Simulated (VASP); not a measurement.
A run of VASP 6.6.1 is set up as follows.

Contents of INCAR:

```
SYSTEM = MoS2
ALGO = Normal ; EDIFF = 1E-6
ENCUT = 500 ; GGA = PE
GGA_COMPAT = .FALSE. ; ISIF = 2
ISMEAR = 0 ; IVDW = 12
LASPH = .TRUE. ; LCHARG = .FALSE.
LREAL = .FALSE. ; LWAVE = .FALSE.
NBANDS = 20 ; NELM = 120
PREC = Accurate ; SIGMA = 0.05
```

The input KPOINTS:

```
k-points
0
G
  12 12 4
  0 0 0
```

The input POSCAR:

```
MoS2
1.0
    3.1779315830      0.0000000000      0.0000000000
   -1.5889657915      2.7521694823      0.0000000000
    0.0000000000      0.0000000000      6.5262002988
Mo S
1 2
Direct
    0.0000000000      0.0000000000      0.0000000000
    0.3333333333      0.6666666667      0.2357940733
    0.3333333333      0.6666666667      0.7642059267
```

Potentials or basis: VASP PAW PBE potentials, release 64 (Mo_sv, S).

The run is started by

```console
$ cat potpaw_PBE.64/Mo_sv/POTCAR potpaw_PBE.64/S/POTCAR > POTCAR
$ mpirun -np 1 vasp_std > vasp.out
```

Problem. Predict the pressure.

Solution. 0.2 GPa.

Problem. Estimate the band gap on the k mesh.

Solution. 0.99 eV, indirect (least direct gap 1.62 eV).

Forces on the atoms (eV/Å):
```
Mo   0.000  0.000  0.000
S    0.000  0.000  0.311
S    0.000  0.000 -0.311
```

 A k mesh can miss the band edges.
